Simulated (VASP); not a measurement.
# NaCl: single point with PBEsol

NaCl:

```
CELL_PARAMETERS angstrom
0.00000 2.80095 2.80095
2.80095 0.00000 2.80095
2.80095 2.80095 0.00000
ATOMIC_POSITIONS crystal
Na 0.00000 0.00000 0.00000
Cl 0.50000 0.50000 0.50000
```

```yaml
Program: VASP 6.6.1
Task: single point
Functional: PBEsol
Potentials_or_basis: VASP PAW PBE potentials, release 64 (Na_pv, Cl)
Cutoff: 520 eV
k_mesh: 10 × 10 × 10
Occupations: fermi-dirac, width 0.08 eV
Spin: no spin polarisation
```

```
Pressure               : 0.0 GPa
Band gap on the k mesh : 5.01 eV
```

Levels at points of the mesh, in eV from the valence-band top:
| k point | band 5 | band 6 | band 7 | band 8 | band 9 | band 10 |
| --- | --- | --- | --- | --- | --- | --- |
| (0.00, 0.00, 0.00) | 0.00 | 0.00 | 0.00 | 5.01 | 11.02 | 11.02 |
| (0.50, 0.00, 0.00) | -2.03 | -0.28 | -0.28 | 7.11 | 10.66 | 10.91 |
| (0.50, 0.50, 0.00) | -1.76 | -0.63 | -0.63 | 7.49 | 7.87 | 11.27 |

It took 21 s on 1 thread of Intel(R) Xeon(R) Platinum 8488C (Sapphire Rapids), with other jobs on the host, peak memory 0.17 GiB.

Caveat: the PAW data sets were made with another functional, which shifts forces and pressure a little. A k mesh can miss the band edges.
